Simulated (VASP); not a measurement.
Crystal: Au.

```
Au
1.0
     0.00000    2.05850    2.05850
     2.05850    0.00000    2.05850
     2.05850    2.05850    0.00000
Au
1
Direct
  0.00000 0.00000 0.00000
```

```yaml
Program: VASP 6.6.1
Task: relaxation of cell and atoms
Functional: PBEsol
Potentials_or_basis: VASP PAW PBE potentials, release 64 (Au)
Cutoff: 600 eV
k_mesh: 18 × 18 × 18
Occupations: gaussian, width 0.1 eV
Spin: no spin polarisation
```

At the start: pressure -4.1 GPa; volume 17.45 Å³/atom.

Q: Where does the relaxation end?

A: Over 8 steps the energy falls by 5.9 meV/atom and the volume is 17.01 Å³/atom (-2.5 %); space group Fm-3m (No. 225, to 0.05 Å).

The path:
| step | energy change (eV) | largest force (eV/Å) | pressure (GPa) | volume (Å³) |
| --- | --- | --- | --- | --- |
| 1 | 0.0000 | 0.0000 | -4.08 | 17.45 |
| 2 | 0.0094 | 0.0000 | 7.57 | 16.35 |
| 3 | -0.0059 | 0.0000 | -0.27 | 17.02 |
| 4 | -0.0059 | 0.0000 | 0.16 | 16.99 |
| 5 | -0.0059 | 0.0000 | 0.09 | 17.00 |
| 6 | -0.0059 | 0.0000 | -0.09 | 17.02 |
| 7 | -0.0059 | 0.0000 | -0.08 | 17.01 |
| 8 | -0.0059 | 0.0000 | 0.01 | 17.01 |

Final structure:
```
Au
1.0
     0.00000    2.04111    2.04111
     2.04111    0.00000    2.04111
     2.04111    2.04111    0.00000
Au
1
Direct
  0.00000 0.00000 0.00000
```

Caveat: the PAW data sets were made with another functional, which shifts forces and pressure a little.
